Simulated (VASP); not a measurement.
Write the native input for VASP 6.6.1 that does the following.

- Task: relaxation of cell and atoms
- Functional: PBE
- Potentials or basis: VASP PAW PBE potentials, release 64 (In_d)
- Cutoff: 600 eV
- k mesh: 8 × 8 × 10
- Occupations: fermi-dirac, width 0.1 eV
- Spin: no spin polarisation
- Dipole correction: no
- Further INCAR settings: ALGO = Normal; EDIFF = 1e-07; IBRION = 2; EDIFFG = -0.005; NSW = 60; ISIF = 3

The structure of In lies in POSCAR:

```
In
1.0
    5.3570144383      0.0000000000      0.0000000000
   -2.6785072192      4.6393105920      0.0000000000
    0.0000000000      0.0000000000      3.3213489518
In
3
Direct
    0.0000000000      0.0000000000      0.0000000000
    0.3333333333      0.6666666667      0.5000000000
    0.6666666667      0.3333333333      0.5000000000
```

One way to write it, as run:

INCAR

```
SYSTEM = In
PREC = Accurate
ENCUT = 600
EDIFF = 1E-7
ISMEAR = -1
SIGMA = 0.1
LREAL = .False.
LASPH = .True.
NELM = 100
ALGO = Normal
ISIF = 3
LWAVE = .False.
LCHARG = .False.
GGA = PE
IBRION = 2
NSW = 60
EDIFFG = -0.005
```

KPOINTS

```
Automatic mesh
0
Gamma
  8 8 10
  0 0 0
```

Potentials or basis: VASP PAW PBE potentials, release 64 (In_d).

Launch:

```bash
$ cat potpaw_PBE.64/In_d/POTCAR > POTCAR
$ mpirun -np 1 vasp_std > vasp.out
```

Results of the run:

* Relaxed volume: 27.94 Å³/atom
* Relaxed cell: a = 5.404 Å, b = 5.404 Å, c = 3.315 Å, α = 90.00°, β = 90.00°, γ = 120.00°
* Space group after relaxing (to 0.05 Å): P6/mmm (No. 191)
* Energy gained by relaxing: 0.9 meV/atom
* Ionic steps: 7
* Pressure after relaxing: 0.0 GPa

Run time: 8.6 min on 1 thread of Intel(R) Xeon(R) Platinum 8259CL CPU @ 2.50GHz (Skylake/Cascade Lake), on a shared host, peak memory 0.31 GiB.
